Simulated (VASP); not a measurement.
CaO: single point with r2SCAN

Crystal: CaO.

```
Ca O
1.0
     0.07390    2.60673    2.60673
     2.60673    0.07390    2.60673
     2.68063    2.68063    0.00000
Ca O
1 1
Cartesian
  0.0000 0.0000 0.0261
  1.3403 1.3403 1.2772
```

This cell differs from its parent crystal: shear xy strain +5.7%.

```json
{"Program": "VASP 6.6.1", "Task": "single point", "Functional": "r2SCAN", "Potentials or basis": "VASP PAW PBE potentials, release 64 (Ca_sv, O)", "Cutoff": "520 eV", "k mesh": "8 × 8 × 8", "Occupations": "gaussian, width 0.01 eV", "Spin": "no spin polarisation", "Dipole correction": "no", "Further INCAR settings": "ALGO = Normal; EDIFF = 1e-07; NBANDS = 15"}
```

| Item | Value |
| --- | --- |
| Pressure | 0.8 GPa |
| Largest force | 0.018 eV/Å |
| Band gap on the k mesh | 3.66 eV (least direct gap 4.24 eV) |

Forces in eV/Å, atoms in the order of the input:
```
Ca   0.000  0.000  0.018
O    0.000  0.000 -0.018
```

Stress tensor (GPa, compression positive):
```
 0.90 -2.19  0.00
-2.19  0.90  0.00
 0.00  0.00  0.66
```

Levels at points of the mesh, in eV from the valence-band top:
```tsv
k point	band 5	band 6	band 7	band 8	band 9	band 10	band 11	band 12
(0.00, 0.00, 0.00)	-15.81	-0.78	-0.69	-0.58	3.66	8.53	8.59	10.18
(0.50, 0.00, 0.00)	-15.12	-1.00	-0.48	-0.45	6.53	8.19	8.52	8.98
(0.50, 0.50, 0.00)	-14.88	-1.48	-0.13	0.00	5.25	7.13	9.67	9.93
(0.00, 0.00, 0.50)	-15.07	-1.12	-0.41	-0.36	6.48	8.12	8.70	8.80
(0.50, 0.00, 0.50)	-14.88	-1.49	-0.08	-0.08	5.28	7.14	9.64	9.94
```

Run time: 3.2 min on 1 thread of Intel(R) Xeon(R) Platinum 8375C CPU @ 2.90GHz (Ice Lake), on a shared host, peak memory 0.2 GiB.

Caveat: the cell differs from its parent crystal (shear xy strain +5.7%); the PAW data sets were made with another functional, which shifts forces and pressure a little. A k mesh can miss the band edges.
